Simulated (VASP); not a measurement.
# CuSi16 (a cell with a defect) in VASP: single point with PBE

Aim: the single point of CuSi16 (a cell with a defect) with PBE.

All numbers are computed with VASP 6.6.1; they aren't measurements. Logs are shortened: lines on timing, memory, paths and dates and some standing lists are left out, and cuts for length are marked.

## (1) The cell of the first run

The cell holds a defect, 17 atoms: a = 7.679 Å, b = 7.679 Å, c = 7.679 Å, α = 60.00°, β = 60.00°, γ = 60.00°.

## (2) Single point, PBE

INCAR

```
SYSTEM = CuSi16
ALGO     = Normal         ! electronic algorithm
EDIFF    = 1E-6           ! SCF threshold, eV
ENCUT    = 520            ! plane-wave cutoff, eV
GGA      = PE             ! functional
ISIF     = 2              ! what is computed and relaxed
ISMEAR   = 0              ! smearing method
LASPH    = .True.         ! aspherical terms in the spheres
LCHARG   = .False.        ! write CHGCAR
LREAL    = Auto         
LWAVE    = .False.        ! write WAVECAR
NBANDS   = 52             ! bands
NELECT   = 74.0         
NELM     = 100            ! most SCF steps
PREC     = Accurate       ! precision mode
SIGMA    = 0.02           ! smearing width, eV
```

KPOINTS

```
k-points
0
Gamma
  2 2 2
  0 0 0
```

POSCAR

```
CuSi16
1.0
    0.0000000000      5.4300000000      5.4300000000
    5.4300000000      0.0000000000      5.4300000000
    5.4300000000      5.4300000000      0.0000000000
Si Cu
16 1
Direct
   -0.0095427829     -0.0143161510      0.0343058079
    0.1294852347      0.1299084491      0.1193792775
   -0.0003380342      0.0004153009      0.5077465816
    0.1128423581      0.1120253152      0.6628342950
    0.0018498887      0.5054632500     -0.0141430730
    0.1316039121      0.6171361275      0.1199570724
    0.0009662231      0.4912013088      0.5072380736
    0.1323042014      0.6281025692      0.6114077314
    0.5057154763      0.0031664399     -0.0140348667
    0.6222581523      0.1297078176      0.1189862599
    0.4929236388      0.0002682350      0.5076607867
    0.6273870231      0.1342116337      0.6114804341
    0.5072994477      0.5053193354     -0.0139025423
    0.6289352849      0.6301724615      0.1124615924
    0.5042777032      0.5060891842      0.4857997547
    0.6285151265      0.6279630503      0.6116178763
    0.2397816059      0.2309053627      0.2912921884
```

Potentials or basis: VASP PAW PBE potentials, release 64 (Si, Cu).

On the command line:

```console
> cat potpaw_PBE.64/Si/POTCAR potpaw_PBE.64/Cu/POTCAR > POTCAR
> mpirun -np 1 vasp_std > vasp.out
```

OUTCAR:

```text
SYSTEM = CuSi16
   EDIFF = 1E-6
   ENCUT = 520
   GGA = PE
   ISIF = 2
   ISMEAR = 0
   LASPH = .True.
   LREAL = Auto
   NELECT = 74.0
   NELM = 100
   PREC = Accurate

 ion  position               nearest neighbor table
   1  0.990  0.986  0.034-  10 2.32   2 2.32   6 2.32   4 2.33
   2  0.129  0.130  0.119-   1 2.32   5 2.36   9 2.36  17 2.42   3 2.44
   3  1.000  0.000  0.508-  12 2.34   8 2.34   4 2.39   2 2.44  17 2.56
   4  0.113  0.112  0.663-   1 2.33  17 2.33   7 2.39   3 2.39  11 2.39
   5  0.002  0.505  0.986-  14 2.34   8 2.35   2 2.36   6 2.36  17 2.96
   6  0.132  0.617  0.120-   1 2.32   5 2.36  13 2.36   7 2.43  17 2.44
   7  0.001  0.491  0.507-   8 2.34  16 2.34   4 2.39   6 2.43  17 2.59
   8  0.132  0.628  0.611-  15 2.33   3 2.34   7 2.34   5 2.35
   9  0.506  0.003  0.986-  14 2.34  12 2.35  10 2.36   2 2.36  17 2.91
  10  0.622  0.130  0.119-   1 2.32  13 2.36   9 2.36  17 2.42  11 2.44
  11  0.493  0.000  0.508-  12 2.34  16 2.34   4 2.39  10 2.44  17 2.55
  12  0.627  0.134  0.611-  15 2.33  11 2.34   3 2.34   9 2.35
  13  0.507  0.505  0.986-  14 2.34  16 2.35  10 2.36   6 2.36  17 2.95
  14  0.629  0.630  0.112-  13 2.34   5 2.34   9 2.34  15 2.34
  15  0.504  0.506  0.486-  12 2.33  16 2.33   8 2.33  14 2.34
  16  0.629  0.628  0.612-  15 2.33  11 2.34   7 2.34  13 2.35
  17  0.240  0.231  0.291-   4 2.33  10 2.42   2 2.42   6 2.44  11 2.55   3 2.56   7 2.59   9 2.91
                            13 2.95   5 2.96

  LATTYP: Found a face centered cubic cell.
 ALAT       =    10.8600000000

  Lattice vectors:

 A1 = (   0.0000000000,   5.4300000000,   5.4300000000)
 A2 = (   5.4300000000,   0.0000000000,   5.4300000000)
 A3 = (   5.4300000000,   5.4300000000,   0.0000000000)

Analysis of symmetry for initial positions (statically):
=====================================================================
 Subroutine PRICEL returns:
 Original cell was already a primitive cell.

 Routine SETGRP: Setting up the symmetry group for a
 face centered cubic supercell.

 Subroutine GETGRP returns: Found  1 space group operations
 (whereof  1 operations were pure point group operations)
 out of a pool of 48 trial point group operations.

The static configuration has the point symmetry C_1 .

Analysis of symmetry for dynamics (positions and initial velocities):
=====================================================================
 Subroutine PRICEL returns:
 Original cell was already a primitive cell.

 Routine SETGRP: Setting up the symmetry group for a
 face centered cubic supercell.

 Subroutine GETGRP returns: Found  1 space group operations
 (whereof  1 operations were pure point group operations)
 out of a pool of 48 trial point group operations.

The dynamic configuration has the point symmetry C_1 .

 Subroutine INISYM returns: Found  1 space group operations
 (whereof  1 operations are pure point group operations),
 and found     1 'primitive' translations

----------------------------------------------------------------------------------------

                                     Primitive cell

  volume of cell :     320.2060

  direct lattice vectors                    reciprocal lattice vectors
     0.000000000  5.430000000  5.430000000    -0.092081031  0.092081031  0.092081031
     5.430000000  0.000000000  5.430000000     0.092081031 -0.092081031  0.092081031
     5.430000000  5.430000000  0.000000000     0.092081031  0.092081031 -0.092081031

  length of vectors
     7.679179644  7.679179644  7.679179644     0.159489025  0.159489025  0.159489025

  position of ions in fractional coordinates (direct lattice)
     0.990457217  0.985683849  0.034305808
     0.129485235  0.129908449  0.119379278
     0.999661966  0.000415301  0.507746582
     0.112842358  0.112025315  0.662834295
     0.001849889  0.505463250  0.985856927
     0.131603912  0.617136127  0.119957072
[... 9 lines left out ...]
     0.628515126  0.627963050  0.611617876
     0.239781606  0.230905363  0.291292188

  ion indices of the primitive-cell ions
   primitive index   ion index
                 1           1
                 2           2
                 3           3
                 4           4
                 5           5
                 6           6
[... 9 lines left out ...]
                16          16
                17          17

----------------------------------------------------------------------------------------

 KPOINTS: k-points

Automatic generation of k-mesh.
 Grid dimensions read from file:
 generate k-points for:    2    2    2

 Generating k-lattice:

  Cartesian coordinates                     Fractional coordinates (reciprocal lattice)
    -0.046040516  0.046040516  0.046040516     0.500000000  0.000000000  0.000000000
     0.046040516 -0.046040516  0.046040516     0.000000000  0.500000000  0.000000000
     0.046040516  0.046040516 -0.046040516     0.000000000  0.000000000  0.500000000

  Length of vectors
     0.079744512  0.079744512  0.079744512

  Shift w.r.t. Gamma in fractional coordinates (k-lattice)
     0.000000000  0.000000000  0.000000000

 Subroutine IBZKPT returns following result:
 ===========================================

 Found      8 irreducible k-points:

 Following reciprocal coordinates:
            Coordinates               Weight
  0.000000  0.000000  0.000000      1.000000
  0.500000  0.000000  0.000000      1.000000
  0.000000  0.500000  0.000000      1.000000
  0.000000  0.000000  0.500000      1.000000
  0.500000  0.500000  0.500000      1.000000
  0.500000  0.500000  0.000000      1.000000
  0.000000  0.500000  0.500000      1.000000
  0.500000  0.000000  0.500000      1.000000
   k-points           NKPTS =      8   k-points in BZ     NKDIM =      8   number of bands    NBANDS=     52
   number of dos      NEDOS =    301   number of ions     NIONS =     17
   total plane-waves  NPLWV = 216000
   dimension x,y,z NGX =    60 NGY =   60 NGZ =   60
   dimension x,y,z NGXF=   120 NGYF=  120 NGZF=  120
   ions per type =              16   1
   NGX,Y,Z   is equivalent  to a cutoff of  12.99, 12.99, 12.99 a.u.
   NGXF,Y,Z  is equivalent  to a cutoff of  25.98, 25.98, 25.98 a.u.
 SYSTEM =  CuSi16
   PREC   = accura    normal or accurate (medium, high low for compatibility)
   ISTART =      0    job   : 0-new  1-cont  2-samecut
   ICHARG =      2    charge: 1-file 2-atom 10-const
   ISPIN  =      1    spin polarized calculation?
   LNONCOLLINEAR =      F non collinear calculations
   LSORBIT =      F    spin-orbit coupling
   LASPH  =      T    aspherical Exc in radial PAW
   ENCUT  =  520.0 eV  38.22 Ry    6.18 a.u.  14.28 14.28 14.28*2*pi/ulx,y,z
   NELM   =    100;   NELMIN=  2; NELMDL= -5     # of ELM steps
   EDIFF  = 0.1E-05   stopping-criterion for ELM
   LREAL  =      T    real-space projection
   EDIFFG = 0.1E-04   stopping-criterion for IOM
   NSW    =      0    number of steps for IOM
[... 5 lines left out ...]
   TEBEG  =    0.0;   TEEND  =   0.0 temperature during run
   PSTRESS=    0.0 pullay stress
   NELECT =      74.0000    total number of electrons
   NUPDOWN=      -1.0000    fix difference up-down
   EMIN   =  10.00;   EMAX   =-10.00  energy-range for DOS
   EFERMI =   0.00;   METHOD = LEGACY
   ISMEAR =     0;   SIGMA  =   0.02  broadening in eV -4-tet -1-fermi 0-gaus
   EFERMI_NEDOS =   21; number of points for ismear=-14 and -15
   IALGO  =     38    algorithm
   IMIX   =      4    mixing-type and parameters
     AMIX     =   0.40;   BMIX     =  1.00
     AMIX_MAG =   1.60;   BMIX_MAG =  1.00
  volume/ion in A,a.u.               =      18.84       127.11
  Fermi-wavevector in a.u.,A,eV,Ry     =   1.004636  1.898488 13.732283  1.009294
  Thomas-Fermi vector in A             =   2.137265
   LORBIT       =      0    0 simple, 1 ext, 2 COOP (PROOUT), +10 PAW based schemes
   GGA     = PE    functional components
   LHFCALC =     F    Hartree Fock is set to
   AEXX    =    0.0000 exact exchange contribution
   IVDW    =     0    specifies the selected vdW correction
   LEPSILON=     F    determine dielectric tensor
   LRPA    =     F    only Hartree local field effects (RPA)
 non-spin polarized calculation
 Gauss-broadening in eV      SIGMA  =   0.02
  energy-cutoff  :      520.00
  volume of cell :      320.21
 maximum number of plane-waves:      8646
 NGX is ok and might be reduce to    60
   NGX = 29   NGY = 29   NGZ = 29

 number of electron      74.0000003 magnetization

 Free energy of the ion-electron system (eV)
  ---------------------------------------------------
  ext. energy  EPLUGINS =         0.00000000
  ---------------------------------------------------
  free energy    TOTEN  =       -94.22044297 eV

  energy without entropy =      -94.22044297  energy(sigma->0) =      -94.22044297

 E-fermi :   6.2891     XC(G=0):  -9.6082

 val. band max:        6.2012693850   @ k =   0.0000   0.0000   0.0000
 cond. band min:       6.5552673044   @ k =   0.0000   0.0000   0.0000
 fundamental gap:      0.3539979194
 Fermi energy:         6.2891326109

 k-point     1 :       0.0000    0.0000    0.0000
  band No.  band energies     occupation
      1      -5.8944      2.00000
      2      -3.5491      2.00000
      3      -3.5052      2.00000
      4      -3.4718      2.00000
      5      -3.4705      2.00000
      6      -2.0433      2.00000
[... 41 lines left out ...]
     48       8.4565      0.00000
     49       8.7504      0.00000

 k-point     2 :       0.5000    0.0000    0.0000
  band No.  band energies     occupation
      1      -5.2239      2.00000
      2      -4.9354      2.00000
      3      -3.2962      2.00000
      4      -3.2647      2.00000
      5      -3.1637      2.00000
      6      -3.0392      2.00000
[... 41 lines left out ...]
     48       9.7938      0.00000
     49       9.9333      0.00000

 k-point     3 :       0.0000    0.5000    0.0000
  band No.  band energies     occupation
      1      -5.2281      2.00000
      2      -4.9307      2.00000
      3      -3.2939      2.00000
      4      -3.2630      2.00000
      5      -3.1666      2.00000
      6      -3.0404      2.00000
[... 41 lines left out ...]
     48       9.7971      0.00000
     49       9.9200      0.00000

 k-point     4 :       0.0000    0.0000    0.5000
  band No.  band energies     occupation
      1      -5.1863      2.00000
      2      -4.9853      2.00000
      3      -3.3315      2.00000
      4      -3.1819      2.00000
      5      -3.1767      2.00000
      6      -3.0389      2.00000
[... 41 lines left out ...]
     48       9.7703      0.00000
     49       9.7888      0.00000

 k-point     5 :       0.5000    0.5000    0.5000
  band No.  band energies     occupation
      1      -5.2247      2.00000
      2      -4.9343      2.00000
      3      -3.2960      2.00000
      4      -3.2640      2.00000
      5      -3.1645      2.00000
      6      -3.0396      2.00000
[... 41 lines left out ...]
     48       9.7955      0.00000
     49       9.9310      0.00000

 k-point     6 :       0.5000    0.5000    0.0000
  band No.  band energies     occupation
      1      -4.9309      2.00000
      2      -4.7229      2.00000
      3      -3.8697      2.00000
      4      -3.7770      2.00000
      5      -3.7473      2.00000
      6      -3.7373      2.00000
[... 41 lines left out ...]
     48      10.5045      0.00000
     49      10.5073      0.00000

 k-point     7 :       0.0000    0.5000    0.5000
  band No.  band energies     occupation
      1      -4.9296      2.00000
      2      -4.7245      2.00000
      3      -3.8700      2.00000
      4      -3.7765      2.00000
      5      -3.7481      2.00000
      6      -3.7361      2.00000
[... 41 lines left out ...]
     48      10.5002      0.00000
     49      10.5128      0.00000

 k-point     8 :       0.5000    0.0000    0.5000
  band No.  band energies     occupation
      1      -4.9314      2.00000
      2      -4.7221      2.00000
      3      -3.8694      2.00000
      4      -3.7775      2.00000
      5      -3.7468      2.00000
      6      -3.7379      2.00000
[... 41 lines left out ...]
     48      10.5046      0.00000
     49      10.5069      0.00000
 [bands above 49 left out]

------------------------ aborting loop because EDIFF is reached ----------------------------------------

  FORCE on cell =-STRESS in cart. coord.  units (eV):
  Direction    XX          YY          ZZ          XY          YZ          ZX
  --------------------------------------------------------------------------------------
  -------------------------------------------------------------------------------------
  Total       -1.8771998     -1.7343201     -1.7660113      0.2230263     -0.0995998     -0.2188211
  in kB       -9.3927248     -8.6778141     -8.8363838      1.1159303     -0.4983560     -1.0948893
  external PRESSURE =      -8.9689743 kB  Pullay stress =       0.0000000 kB

 VOLUME and BASIS-vectors are now :
 -----------------------------------------------------------------------------
  energy-cutoff  :      520.00
  volume of cell :      320.21
      direct lattice vectors                 reciprocal lattice vectors
     0.000000000  5.430000000  5.430000000    -0.092081031  0.092081031  0.092081031
     5.430000000  0.000000000  5.430000000     0.092081031 -0.092081031  0.092081031
     5.430000000  5.430000000  0.000000000     0.092081031  0.092081031 -0.092081031

 POSITION                                       TOTAL-FORCE (eV/Angst)
 -----------------------------------------------------------------------------------
      5.53854      5.56446     10.73045        -0.002336     -0.001189      0.007598
      1.35363      1.35133      1.40851        -0.004727     -0.001390     -0.012985
      2.75932      8.18523      5.43042        -0.009600     -0.008318      0.002124
      4.20749      4.21192      1.22103         0.006121      0.007839     -0.003992
      8.09787      5.36325      2.75471        -0.001919      0.001324     -0.002299
      4.00242      1.36598      4.06566         0.013036      0.000237      0.007033
[... 9 lines left out ...]
      6.73092      6.73392      6.82268         0.001486     -0.000850      0.002327
      2.83553      2.88373      2.55583         0.010932     -0.006763     -0.000688
 -----------------------------------------------------------------------------------
    total drift:                               -0.002665      0.005734     -0.000727

  FREE ENERGIE OF THE ION-ELECTRON SYSTEM (eV)
  ---------------------------------------------------
  free  energy   TOTEN  =       -94.2204429748 eV

  energy  without entropy=      -94.2204429748  energy(sigma->0) =      -94.22044297
```

Wall time 14 min (1 thread of AMD EPYC 7R43 (Zen 3), shared host); peak memory 0.44 GiB.

Results:

- Free energy: -94.2204 eV
- Largest force: 0.021 eV/Å

Forces in eV/Å, atoms in the order of the input:
```
Si  -0.002 -0.001  0.008
Si  -0.005 -0.001 -0.013
Si  -0.010 -0.008  0.002
Si   0.006  0.008 -0.004
Si  -0.002  0.001 -0.002
Si   0.013  0.000  0.007
Si  -0.004 -0.003  0.000
Si   0.003  0.000  0.002
Si  -0.002 -0.003 -0.003
Si   0.003  0.020  0.003
Si  -0.009 -0.002  0.005
Si  -0.003  0.001  0.000
Si  -0.006 -0.007 -0.004
Si   0.001 -0.002  0.006
Si   0.003  0.005 -0.008
Si   0.001 -0.001  0.002
Cu   0.011 -0.007 -0.001
```

Caveat: the k points lie up to 0.50 Å⁻¹ apart; the cell carries a net charge on a neutralising background, which shifts energy and pressure; the cell is charged against a uniform background, so pressure and absolute levels hang on convention.
